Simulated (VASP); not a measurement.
Here is a VASP 6.6.1 calculation.

File INCAR:

```
SYSTEM = Pb
  PREC = Accurate
  ENCUT = 600
  EDIFF = 1E-6
  ISMEAR = -1
  SIGMA = 0.05
  LREAL = .False.
  LASPH = .True.
  NELM = 80
  ALGO = Fast
  ISIF = 3
  LWAVE = .False.
  LCHARG = .False.
  GGA = B5
  ALDAX = 1.0
  AGGAX = 1.0
  AGGAC = 1.0
  ALDAC = 0.0
  IVDW = 12
  VDW_S6 = 1.0
  VDW_S8 = 2.6996
  VDW_A1 = 0.4298
  VDW_A2 = 4.2359
  IBRION = 2
  NSW = 60
  EDIFFG = -0.01
```

Contents of KPOINTS:

```
Automatic mesh
0
Gamma
  9 9 9
  0 0 0
```

POSCAR

```
Pb
1.0
   -1.9796595667      1.9796595667      1.9796595667
    1.9796595667     -1.9796595667      1.9796595667
    1.9796595667      1.9796595667     -1.9796595667
Pb
1
Direct
    0.0000000000      0.0000000000      0.0000000000
```

Potentials or basis: VASP PAW PBE potentials, release 64 (Pb_d).

The run is started by

```sh
$ cat potpaw_PBE.64/Pb_d/POTCAR > POTCAR
$ mpirun -np 1 vasp_std > vasp.out
```

(1) Predict the dispersion energy per atom.

(2) Estimate the band gap on the k mesh.

## Answers

(1) -0.989 eV.

(2) zero (bands 7 and 8 overlap by 9.28 eV).

Caveat: spin-orbit coupling is left out, which moves the levels of the heavy elements.
